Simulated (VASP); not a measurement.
Runs of VASP 6.6.1 on ScSi2O3. The structure is that of space group P-62m (No. 189), or close to it. The cells are those of the table. 

```tsv
task	spin	cell	k mesh	cutoff (eV)	gap on the mesh (eV)	pressure (GPa)	relaxed volume (Å³/atom)	largest force (eV/Å)
single point	off	a = 5.764, b = 5.764, c = 2.738 Å, angles 90.0, 90.0, 120.0°, 6 atoms	6 × 6 × 4	520	none	0.5	-	0.07
single point	off	a = 4.212, b = 4.212, c = 5.705 Å, angles 90.0, 90.0, 120.0°, 6 atoms	6 × 6 × 4	520	none	207.2	-	9.92
relaxation of cell and atoms	off	relaxed from a = 4.212, b = 4.212, c = 5.705 Å, angles 90.0, 90.0, 120.0°, 6 atoms	6 × 6 × 4	600	none	-0.1	(a)	0.01
relaxation of cell and atoms	off	relaxed from a = 5.764, b = 5.764, c = 2.738 Å, angles 90.0, 90.0, 120.0°, 6 atoms	3 × 3 × 6	600	none	-0.1	13.37	0.01
single point	collinear, ferromagnetic start	a = 4.212, b = 4.212, c = 5.705 Å, angles 90.0, 90.0, 120.0°, 6 atoms	6 × 6 × 4	520	none	207.2	-	9.92
single point	off	a = 5.747, b = 5.747, c = 2.794 Å, angles 90.0, 90.0, 120.0°, 6 atoms	6 × 6 × 6	520	none	0.7	-	(b)
single point	off	a = 5.747, b = 5.747, c = 2.794 Å, angles 90.0, 90.0, 120.0°, 6 atoms	3 × 3 × 6	520	none	0.6	-	0.07
relaxation of cell and atoms	off	relaxed from a = 5.747, b = 5.747, c = 2.794 Å, angles 90.0, 90.0, 120.0°, 6 atoms	6 × 6 × 6	600	none	0.0	13.37	0.02
single point	off	a = 5.757, b = 5.757, c = 2.801 Å, angles 90.0, 90.0, 120.0°, 6 atoms	12 × 12 × 14	520	none	0.3	-	0.05
```

Alike in all rows: level PBE; potentials or basis VASP PAW PBE potentials, release 64 (Sc_sv, Si, O); smearing gaussian 0.1 eV.

Fill in the values left out.

(a) 12.50; (b) 0.06.

Caveats: some runs use coarse meshes; an odd number of electrons without spin polarisation forces a metal (some runs); a magnetic or distorted state may lie lower (some runs); forces of over 1 eV/Å act on the atoms, so gaps and moduli don't describe the material at rest (some runs).

A gap of «none» marks levels without a gap at the run's occupations.
